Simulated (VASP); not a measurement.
# W (I4/mmm) in VASP: notebook

The runs below take W through single point, with PBEsol.

All numbers are computed with VASP 6.6.1; they aren't measurements. Logs are shortened: lines on timing, memory, paths and dates and some standing lists are left out, and cuts for length are marked.

**1. The cell of the first run**

It takes space group I4/mmm (No. 139, tetragonal). Conventional cell: a = 3.135 Å, b = 3.135 Å, c = 3.149 Å, α = 90.00°, β = 90.00°, γ = 90.00°. Within 3.6 Å of W (site symmetry 4/mmm) lie 14 W at 2.72 to 3.15 Å.

**2. Single point, PBEsol**

Contents of INCAR:

```
SYSTEM = W
ALGO = Fast
EDIFF = 1E-6
ENCUT = 520
GGA = PS
ISIF = 2
ISMEAR = -1
LASPH = .True.
LCHARG = .False.
LREAL = .False.
LWAVE = .False.
NBANDS = 36
NELM = 80
PREC = Accurate
SIGMA = 0.05
```

Contents of KPOINTS:

```
k-points
0
Gamma
  9 6 6
  0 0 0
```

Contents of POSCAR:

```
W
1.0
    3.1489402428      0.0000000000      0.0000000000
    0.0000000000      4.4330863676      0.0000000000
    0.0000000000      0.0000000000      4.4330794470
W
4
Direct
    0.7499995549      1.0000002801      0.7500000000
    0.2500004451      0.5000002801      0.7500000000
    0.2500004451     -0.0000002801      0.2500000000
    0.7499995549      0.4999997199      0.2500000000
```

Potentials or basis: VASP PAW PBE potentials, release 64 (W_sv).

Launch:

```sh
$ cat potpaw_PBE.64/W_sv/POTCAR > POTCAR
$ mpirun -np 1 vasp_std > vasp.out
```

OUTCAR:

```text
SYSTEM = W
   EDIFF = 1E-6
   ENCUT = 520
   GGA = PS
   ISIF = 2
   ISMEAR = -1
   LASPH = .True.
   LREAL = .False.
   NELM = 80
   PREC = Accurate

 ion  position               nearest neighbor table
   1  0.750  0.000  0.750-   3 2.72   3 2.72   2 2.72   2 2.72   3 2.72   3 2.72   2 2.72   2 2.72
                             4 3.13   4 3.13   4 3.13   4 3.13
   2  0.250  0.500  0.750-   4 2.72   4 2.72   1 2.72   1 2.72   4 2.72   4 2.72   1 2.72   1 2.72
                             3 3.13   3 3.13   3 3.13   3 3.13
   3  0.250  1.000  0.250-   1 2.72   1 2.72   4 2.72   4 2.72   1 2.72   1 2.72   4 2.72   4 2.72
                             2 3.13   2 3.13   2 3.13   2 3.13
   4  0.750  0.500  0.250-   2 2.72   2 2.72   3 2.72   3 2.72   2 2.72   2 2.72   3 2.72   3 2.72
                             1 3.13   1 3.13   1 3.13   1 3.13

  LATTYP: Found a simple tetragonal cell.
 ALAT       =     4.4330863676
 C/A-ratio  =     0.7103268427

  Lattice vectors:

 A1 = (   0.0000000000,   4.4330863676,   0.0000000000)
 A2 = (   0.0000000000,   0.0000000000,   4.4330794470)
 A3 = (   3.1489402428,   0.0000000000,   0.0000000000)

Analysis of symmetry for initial positions (statically):
=====================================================================
 Subroutine PRICEL returns following result:

  LATTYP: Found a body centered tetragonal cell.
 ALAT       =     3.1346612293
 C/A-ratio  =     1.0045569900

  Lattice vectors:

 A1 = (  -1.5744729246,   0.0000000000,  -2.2165397235)
 A2 = (  -1.5744729246,   0.0000000000,   2.2165397235)
 A3 = (   1.5744729246,   2.2165407004,  -0.0000000000)

   4 primitive cells build up your supercell.

 Routine SETGRP: Setting up the symmetry group for a
 simple tetragonal supercell.

 Subroutine GETGRP returns: Found 16 space group operations
 (whereof  4 operations were pure point group operations)
 out of a pool of 16 trial point group operations.

The static configuration has the point symmetry C_2h.
 The point group associated with its full space group is D_4h.

Analysis of symmetry for dynamics (positions and initial velocities):
=====================================================================
 Subroutine PRICEL returns following result:

  LATTYP: Found a body centered tetragonal cell.
 ALAT       =     3.1346612293
 C/A-ratio  =     1.0045569900

  Lattice vectors:

 A1 = (  -1.5744729246,   0.0000000000,  -2.2165397235)
 A2 = (  -1.5744729246,   0.0000000000,   2.2165397235)
 A3 = (   1.5744729246,   2.2165407004,  -0.0000000000)

   4 primitive cells build up your supercell.

 Routine SETGRP: Setting up the symmetry group for a
 simple tetragonal supercell.

 Subroutine GETGRP returns: Found 16 space group operations
 (whereof  4 operations were pure point group operations)
 out of a pool of 16 trial point group operations.

The dynamic configuration has the point symmetry C_2h.
 The point group associated with its full space group is D_4h.

 Subroutine INISYM returns: Found 16 space group operations
 (whereof  4 operations are pure point group operations),
 and found     4 'primitive' translations

----------------------------------------------------------------------------------------

                                     Primitive cell

  volume of cell :      15.4709

  direct lattice vectors                    reciprocal lattice vectors
    -1.574472925  0.000000000 -2.216539723    -0.317566591  0.225576729 -0.225576828
    -1.574472925  0.000000000  2.216539723    -0.317566591  0.225576729  0.225576828
     1.574472925  2.216540700 -0.000000000     0.000000000  0.451153457  0.000000000

  length of vectors
     2.718825727  2.718825727  2.718826524     0.450131432  0.450131432  0.451153457

  position of ions in fractional coordinates (direct lattice)
     0.500002060  0.000002060  0.000000560

  ion indices of the primitive-cell ions
   primitive index   ion index
                 1           1

----------------------------------------------------------------------------------------

 KPOINTS: k-points

Automatic generation of k-mesh.
 Grid dimensions read from file:
 generate k-points for:    9    6    6

 Generating k-lattice:

  Cartesian coordinates                     Fractional coordinates (reciprocal lattice)
     0.035285240  0.000000000  0.000000000     0.111111111  0.000000000  0.000000000
     0.000000000  0.037596079  0.000000000     0.000000000  0.166666667  0.000000000
     0.000000000  0.000000000  0.037596138     0.000000000  0.000000000  0.166666667

  Length of vectors
     0.035285240  0.037596079  0.037596138

  Shift w.r.t. Gamma in fractional coordinates (k-lattice)
     0.000000000  0.000000000  0.000000000

 Subroutine IBZKPT returns following result:
 ===========================================

 Found     50 irreducible k-points:

 Following reciprocal coordinates:
            Coordinates               Weight
  0.000000  0.000000  0.000000      1.000000
  0.111111  0.000000  0.000000      2.000000
  0.222222  0.000000  0.000000      2.000000
  0.333333  0.000000  0.000000      2.000000
  0.444444  0.000000  0.000000      2.000000
  0.000000  0.166667  0.000000      4.000000
[... 16 lines left out ...]
  0.222222  0.166667  0.166667      8.000000
  0.333333  0.166667  0.166667      8.000000
 [... further k-points ...]
   k-points           NKPTS =     50   k-points in BZ     NKDIM =     50   number of bands    NBANDS=     36
   number of dos      NEDOS =    301   number of ions     NIONS =      4
   total plane-waves  NPLWV =  31104
   dimension x,y,z NGX =    24 NGY =   36 NGZ =   36
   dimension x,y,z NGXF=    48 NGYF=   72 NGZF=   72
   ions per type =               4
   NGX,Y,Z   is equivalent  to a cutoff of  12.67, 13.50, 13.50 a.u.
   NGXF,Y,Z  is equivalent  to a cutoff of  25.34, 27.00, 27.00 a.u.
 SYSTEM =  W
   PREC   = accura    normal or accurate (medium, high low for compatibility)
   ISTART =      0    job   : 0-new  1-cont  2-samecut
   ICHARG =      2    charge: 1-file 2-atom 10-const
   ISPIN  =      1    spin polarized calculation?
   LNONCOLLINEAR =      F non collinear calculations
   LSORBIT =      F    spin-orbit coupling
   LASPH  =      T    aspherical Exc in radial PAW
   ENCUT  =  520.0 eV  38.22 Ry    6.18 a.u.   5.85  8.24  8.24*2*pi/ulx,y,z
   NELM   =     80;   NELMIN=  2; NELMDL= -5     # of ELM steps
   EDIFF  = 0.1E-05   stopping-criterion for ELM
   LREAL  =      F    real-space projection
   EDIFFG = 0.1E-04   stopping-criterion for IOM
   NSW    =      0    number of steps for IOM
   IBRION =     -1    ionic relax: 0-MD 1-quasi-New 2-CG
   NFREE  =      0    steps in history (QN), initial steepest desc. (CG)
   ISIF   =      2    stress and relaxation
   ISYM   =      2    0-nonsym 1-usesym 2-fastsym
   POTIM  = 0.5000    time-step for ionic-motion
   TEBEG  =    0.0;   TEEND  =   0.0 temperature during run
   PSTRESS=    0.0 pullay stress
   NELECT =      56.0000    total number of electrons
   NUPDOWN=      -1.0000    fix difference up-down
   EMIN   =  10.00;   EMAX   =-10.00  energy-range for DOS
   EFERMI =   0.00;   METHOD = LEGACY
   ISMEAR =    -1;   SIGMA  =   0.05  broadening in eV -4-tet -1-fermi 0-gaus
   EFERMI_NEDOS =   21; number of points for ismear=-14 and -15
   IALGO  =     68    algorithm
   IMIX   =      4    mixing-type and parameters
     AMIX     =   0.40;   BMIX     =  1.00
     AMIX_MAG =   1.60;   BMIX_MAG =  1.00
  volume/ion in A,a.u.               =      15.47       104.40
  Fermi-wavevector in a.u.,A,eV,Ry     =   1.583478  2.992340 34.115298  2.507404
  Thomas-Fermi vector in A             =   2.683243
   LORBIT       =      0    0 simple, 1 ext, 2 COOP (PROOUT), +10 PAW based schemes
   GGA     = PS    functional components
   LHFCALC =     F    Hartree Fock is set to
   AEXX    =    0.0000 exact exchange contribution
   IVDW    =     0    specifies the selected vdW correction
   LEPSILON=     F    determine dielectric tensor
   LRPA    =     F    only Hartree local field effects (RPA)
 non-spin polarized calculation
 RMM-DIIS sequential band-by-band and
  energy-cutoff  :      520.00
  volume of cell :       61.88
 maximum number of plane-waves:      1688
 NGX is ok and might be reduce to    24
   NGX = 11   NGY = 17   NGZ = 17

 number of electron      56.0000017 magnetization

 Free energy of the ion-electron system (eV)
  ---------------------------------------------------
  ext. energy  EPLUGINS =         0.00000000
  ---------------------------------------------------
  free energy    TOTEN  =       -55.19773691 eV

  energy without entropy =      -55.17963320  energy(sigma->0) =      -55.18868505

 E-fermi :  11.6026     XC(G=0): -13.9004

 val. band max:       11.5742168486   @ k =   0.1111   0.3333   0.1667
 cond. band min:      11.6179460194   @ k =   0.3333   0.0000   0.0000
 fundamental gap:      0.0437291709
 Fermi energy:        11.6026088924

 k-point     1 :       0.0000    0.0000    0.0000
  band No.  band energies     occupation
      1     -62.4939      2.00000
      2     -62.3433      2.00000
      3     -62.3433      2.00000
      4     -62.2327      2.00000
      5     -27.4143      2.00000
      6     -27.4143      2.00000
[... 28 lines left out ...]
     35      16.9681      0.00000
     36      16.9894      0.00000

 k-point     2 :       0.1111    0.0000    0.0000
  band No.  band energies     occupation
      1     -62.4850      2.00000
      2     -62.3421      2.00000
      3     -62.3421      2.00000
      4     -62.2396      2.00000
      5     -27.3733      2.00000
      6     -27.3733      2.00000
[... 28 lines left out ...]
     35      15.7950      0.00000
     36      15.7950      0.00000

 k-point     3 :       0.2222    0.0000    0.0000
  band No.  band energies     occupation
      1     -62.4597      2.00000
      2     -62.3392      2.00000
      3     -62.3392      2.00000
      4     -62.2596      2.00000
      5     -27.2549      2.00000
      6     -27.2549      2.00000
[... 28 lines left out ...]
     35      14.9367      0.00000
     36      14.9402      0.00000

 k-point     4 :       0.3333    0.0000    0.0000
  band No.  band energies     occupation
      1     -62.4221      2.00000
      2     -62.3359      2.00000
      3     -62.3359      2.00000
      4     -62.2913      2.00000
      5     -27.0726      2.00000
      6     -27.0725      2.00000
[... 28 lines left out ...]
     35      14.9977      0.00000
     36      15.0263      0.00000

 k-point     5 :       0.4444    0.0000    0.0000
  band No.  band energies     occupation
      1     -62.3774      2.00000
      2     -62.3338      2.00000
      3     -62.3338      2.00000
      4     -62.3320      2.00000
      5     -26.8474      2.00000
      6     -26.8474      2.00000
[... 655 lines left out ...]
 k-point    22 :       0.1111    0.1667    0.1667
  band No.  band energies     occupation
      1     -62.4662      2.00000
      2     -62.3447      2.00000
      3     -62.3447      2.00000
      4     -62.2536      2.00000
      5     -27.2752      2.00000
      6     -27.2752      2.00000
[... 28 lines left out ...]
     35      15.1648      0.00000
     36      15.1648      0.00000

 k-point    23 :       0.2222    0.1667    0.1667
  band No.  band energies     occupation
      1     -62.4439      2.00000
      2     -62.3418      2.00000
      3     -62.3418      2.00000
      4     -62.2705      2.00000
      5     -27.2033      2.00000
      6     -27.2033      2.00000
[... 28 lines left out ...]
     35      14.9169      0.00000
     36      14.9169      0.00000

 k-point    24 :       0.3333    0.1667    0.1667
  band No.  band energies     occupation
      1     -62.4107      2.00000
      2     -62.3385      2.00000
      3     -62.3385      2.00000
      4     -62.2975      2.00000
      5     -27.1379      2.00000
      6     -27.1203      2.00000
[... 28 lines left out ...]
     35      14.8917      0.00000
     36      14.8917      0.00000

 [... further k-points ...]
[... 5 lines left out ...]
  --------------------------------------------------------------------------------------
  -------------------------------------------------------------------------------------
  Total        2.2346726      2.2448030      2.2447960      0.0000000      0.0000000      0.0000000
  in kB       57.8559932     58.1182723     58.1180908      0.0000000      0.0000000      0.0000000
  external PRESSURE =      58.0307854 kB  Pullay stress =       0.0000000 kB

 VOLUME and BASIS-vectors are now :
 -----------------------------------------------------------------------------
  energy-cutoff  :      520.00
  volume of cell :       61.88
      direct lattice vectors                 reciprocal lattice vectors
     3.148940243  0.000000000  0.000000000     0.317567157  0.000000000  0.000000000
     0.000000000  4.433086368  0.000000000     0.000000000  0.225576476  0.000000000
     0.000000000  0.000000000  4.433079447     0.000000000  0.000000000  0.225576828

 POSITION                                       TOTAL-FORCE (eV/Angst)
 -----------------------------------------------------------------------------------
      2.36170      0.00000      3.32481        -0.000000     -0.000000     -0.000000
      0.78724      2.21654      3.32481         0.000000     -0.000000     -0.000000
      0.78724      4.43309      1.10827         0.000000     -0.000000      0.000000
      2.36170      2.21654      1.10827        -0.000000      0.000000      0.000000
 -----------------------------------------------------------------------------------
    total drift:                               -0.004842      0.003899      0.000040

  FREE ENERGIE OF THE ION-ELECTRON SYSTEM (eV)
  ---------------------------------------------------
  free  energy   TOTEN  =       -55.1977369134 eV

  energy  without entropy=      -55.1796331956  energy(sigma->0) =      -55.18868505
```

Wall time 57 s (1 thread of Intel Xeon 6975P-C (Granite Rapids), shared host); peak memory 0.21 GiB.

Results:

```yaml
Free_energy: -55.1977 eV
Pressure: 5.8 GPa
Band_gap_on_the_k_mesh: zero (band 28 reaches 12.44 eV, above the bottom of band 29 at 11.09 eV)
```

Caveat: the PAW data sets were made with another functional, which shifts forces and pressure a little; spin-orbit coupling is left out, which moves the levels of the heavy elements.

**3. Single point, PBEsol**

This run uses another cell than the first one, of 15.61 Å³/atom, 1.009 times its volume.

Contents of INCAR:

```
SYSTEM = W
PREC = Accurate
ENCUT = 520
EDIFF = 1E-6
ISMEAR = -1
SIGMA = 0.05
LREAL = .FALSE.
LASPH = .TRUE.
NELM = 60
ALGO = Fast
ISIF = 2
LWAVE = .FALSE.
LCHARG = .TRUE.
GGA = PS
LELF = .TRUE.
LVHAR = .TRUE.
NBANDS = 36
```

Contents of KPOINTS:

```
regular mesh
0
G
  9 6 6
  0 0 0
```

Contents of POSCAR:

```
W
1.0
    3.1580783838      0.0000000000      0.0000000000
    0.0000000000      4.4462065609      0.0000000000
    0.0000000000      0.0000000000      4.4462015281
W
4
Direct
    0.7499990609      1.0000001373      0.7500000000
    0.2500009391      0.5000001373      0.7500000000
    0.2500009391     -0.0000001373      0.2500000000
    0.7499990609      0.4999998627      0.2500000000
```

Potentials or basis: VASP PAW PBE potentials, release 64 (W_sv).

Launch:

```sh
$ cat potpaw_PBE.64/W_sv/POTCAR > POTCAR
$ mpirun -np 1 vasp_std > vasp.out
```

OUTCAR:

```text
SYSTEM = W
   PREC = Accurate
   ENCUT = 520
   EDIFF = 1E-6
   ISMEAR = -1
   LREAL = .FALSE.
   LASPH = .TRUE.
   NELM = 60
   ISIF = 2
   GGA = PS

 ion  position               nearest neighbor table
   1  0.750  0.000  0.750-   3 2.73   3 2.73   2 2.73   2 2.73   3 2.73   3 2.73   2 2.73   2 2.73
                             4 3.14   4 3.14   4 3.14   4 3.14
   2  0.250  0.500  0.750-   4 2.73   4 2.73   1 2.73   1 2.73   4 2.73   4 2.73   1 2.73   1 2.73
                             3 3.14   3 3.14   3 3.14   3 3.14
   3  0.250  1.000  0.250-   1 2.73   1 2.73   4 2.73   4 2.73   1 2.73   1 2.73   4 2.73   4 2.73
[... 1161 lines left out ...]
  -------------------------------------------------------------------------------------
  Total        1.0642870      1.0795448      1.0795424      0.0000000      0.0000000      0.0000000
  in kB       27.3128908     27.7044528     27.7043901      0.0000000      0.0000000      0.0000000
  external PRESSURE =      27.5739112 kB  Pullay stress =       0.0000000 kB

 VOLUME and BASIS-vectors are now :
 -----------------------------------------------------------------------------
  energy-cutoff  :      520.00
  volume of cell :       62.43
      direct lattice vectors                 reciprocal lattice vectors
     3.158078384  0.000000000  0.000000000     0.316648252  0.000000000  0.000000000
     0.000000000  4.446206561  0.000000000     0.000000000  0.224910828  0.000000000
     0.000000000  0.000000000  4.446201528     0.000000000  0.000000000  0.224911083

 POSITION                                       TOTAL-FORCE (eV/Angst)
 -----------------------------------------------------------------------------------
      2.36856      0.00000      3.33465        -0.000000     -0.000000      0.000000
      0.78952      2.22310      3.33465         0.000000     -0.000000     -0.000000
      0.78952      4.44621      1.11155         0.000000     -0.000000     -0.000000
      2.36856      2.22310      1.11155         0.000000      0.000000      0.000000
 -----------------------------------------------------------------------------------
    total drift:                               -0.008887      0.003315      0.002857

  FREE ENERGIE OF THE ION-ELECTRON SYSTEM (eV)
  ---------------------------------------------------
  free  energy   TOTEN  =       -55.2123411823 eV

  energy  without entropy=      -55.1944819404  energy(sigma->0) =      -55.20341156
```

It took 58 s on 1 thread of Intel Xeon 6975P-C (Granite Rapids), shared host; peak memory 0.22 GiB.

What came out:

- Free energy: -55.2123 eV
- Pressure: 2.8 GPa
- Band gap on the k mesh: zero (band 28 reaches 12.28 eV, above the bottom of band 29 at 10.96 eV)

Caveat: the PAW data sets were made with another functional, which shifts forces and pressure a little; spin-orbit coupling is left out, which moves the levels of the heavy elements.

**4. Single point, PBEsol**

This run uses another cell than the first one, of 14.51 Å³/atom, 0.938 times its volume.

Contents of INCAR:

```
SYSTEM = W
  PREC = Accurate
  ENCUT = 520
  EDIFF = 1E-6
  ISMEAR = -1
  SIGMA = 0.05
  LREAL = .FALSE.
  LASPH = .TRUE.
  NELM = 80
  ALGO = Fast
  ISIF = 2
  LWAVE = .FALSE.
  LCHARG = .FALSE.
  GGA = PS
  NBANDS = 36
```

Contents of KPOINTS:

```
Automatic mesh
0
G
  9 6 6
  0 0 0
```

Contents of POSCAR:

```
W
1.0
    3.0840699647      0.0000000000      0.0000000000
    0.0000000000      4.3376024336      0.0000000000
    0.0000000000      0.0000000000      4.3376095046
W
4
Direct
    0.7499997771      0.9999991470      0.7500000000
    0.2500002229      0.4999991470      0.7500000000
    0.2500002229      0.0000008530      0.2500000000
    0.7499997771      0.5000008530      0.2500000000
```

Launch:

```sh
$ cat potpaw_PBE.64/W_sv/POTCAR > POTCAR
$ mpirun -np 1 vasp_std > vasp.out
```

It took 52 s on 1 thread of Intel Xeon 6975P-C (Granite Rapids), shared host; peak memory 0.2 GiB.

Results (log left out):

* Free energy: -54.7657 eV
* Pressure: 31.3 GPa
* Band gap on the k mesh: zero (band 28 reaches 13.69 eV, above the bottom of band 29 at 12.01 eV)

Levels at points of the mesh, in eV from the Fermi level:
```tsv
k point	band 25	band 26	band 27	band 28	band 29	band 30	band 31	band 32
(0.00, 0.00, 0.00)	-1.41	-1.33	1.11	1.11	2.40	2.50	2.50	2.52
(0.00, 0.50, 0.00)	-2.01	-2.01	-0.81	-0.81	0.15	0.15	1.72	1.72
(0.00, 0.50, 0.50)	-0.62	-0.62	-0.62	-0.62	-0.57	-0.57	-0.57	-0.57
```

Caveat: the PAW data sets were made with another functional, which shifts forces and pressure a little; spin-orbit coupling is left out, which moves the levels of the heavy elements.

**5. Summary**

```tsv
cell	gap on the mesh (eV)	pressure (GPa)
a = 3.149, b = 4.433, c = 4.433 Å, 4 atoms	none	5.8
a = 3.158, b = 4.446, c = 4.446 Å, 4 atoms	none	2.8
a = 3.084, b = 4.338, c = 4.338 Å, 4 atoms	none	31.3
```

Alike in all rows: task single point; level PBEsol; potentials or basis VASP PAW PBE potentials, release 64 (W_sv); no spin polarisation; k mesh 9 × 6 × 6; cutoff (eV) 520; smearing fermi-dirac 0.05 eV.

Caveats: the PAW data sets were made with another functional, which shifts forces and pressure a little; spin-orbit coupling is left out, which moves the levels of the heavy elements.

Total energies depend on the potentials used, so only differences within one code and one set of settings carry meaning.
